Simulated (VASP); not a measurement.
Here is a VASP 6.6.1 calculation.

INCAR

```
PREC = Accurate
ENCUT = 520
EDIFF = 1E-7
ISMEAR = 0
SIGMA = 0.05
LREAL = F
LASPH = T
NELM = 80
ALGO = Normal
ISIF = 2
LWAVE = F
LCHARG = F
NBANDS = 11
```

The input KPOINTS:

```
Automatic mesh
0
Gamma
  14 14 14
```

POSCAR

```
Ca
1.0
    0.0000000000      2.7770677578      2.7770677578
    2.7770677578      0.0000000000      2.7770677578
    2.7770677578      2.7770677578      0.0000000000
Ca
1
Direct
    0.0000000000      0.0000000000      0.0000000000
```

Potentials or basis: VASP PAW LDA potentials, release 64 (Ca_sv).

Run with:

```sh
$ cat potpaw_LDA.64/Ca_sv/POTCAR > POTCAR
$ mpirun -np 1 vasp_std > vasp.out
```

Q: What does it give for the band gap on the k mesh?

A: Zero (band 5 reaches 1.87 eV, above the bottom of band 6 at 1.61 eV).

Q: What does it give for the pressure?

A: -1.9 GPa.
